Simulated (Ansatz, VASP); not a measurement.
AgCl: VASP beside Ansatz

```
Ag Cl
1.0
     0.00000    2.80088    2.77315
     2.80088    0.00000    2.77315
     2.80088    2.80088    0.00000
Ag Cl
1 1
Direct
  0.50000 0.50000 0.50000
  0.00000 0.00000 0.00000
```

Change from the starting cell: equal xx and yy strain of +1 %.

Alike in both runs: task single point; functional PBE; k mesh 8 × 8 × 8; occupations fermi-dirac, width 0.02 eV; no spin polarisation.

```csv
,VASP,Ansatz
version,VASP 6.6.1,Ansatz 0.2.0
potentials or method,"VASP PAW PBE potentials, release 64 (Ag, Cl), cutoff 500 eV","all-electron LAPW, scalar-relativistic"
```

```tsv
	VASP	Ansatz	Ansatz less VASP
gap on the k mesh at the Fermi level (eV)	0.89	0.89	+0.004
pressure (GPa)	0.5	0.7	+0.13
traceless stress, the component that is largest in VASP (GPa)	0.13	0.13	+0.006
```

Ansatz ran all-electron here, and VASP with PAW potentials.
